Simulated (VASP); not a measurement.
AsPt:

```
CELL_PARAMETERS angstrom
0.00000 2.81295 2.81295
2.81295 0.00000 2.81295
2.81295 2.81295 0.00000
ATOMIC_POSITIONS crystal
Pt 0.00000 0.00000 0.00000
As 0.25000 0.25000 0.25000
```

Base run:

```yaml
Program: VASP 6.6.1
Functional: PBE
Potentials_or_basis: VASP PAW PBE potentials, release 64 (Pt, As)
Cutoff: 520 eV
k_mesh: 12 × 12 × 12
Occupations: gaussian, width 0.05 eV
Spin: no spin polarisation
```

Its results: pressure 0.0 GPa.

**Question.** The run is repeated on the same cell with these changes: dispersion from none to D3(BJ). What comes out?

**Answer.** Pressure -3.6 GPa.

Dispersion adds attraction, which lowers the pressure at fixed volume and, as a term added to the energy, leaves the levels alone.

Caveats: spin-orbit coupling is left out, which moves the levels of the heavy elements; three body term missing (some runs); pairwise dispersion overbinds metals, which lowers pressure and volume (some runs).
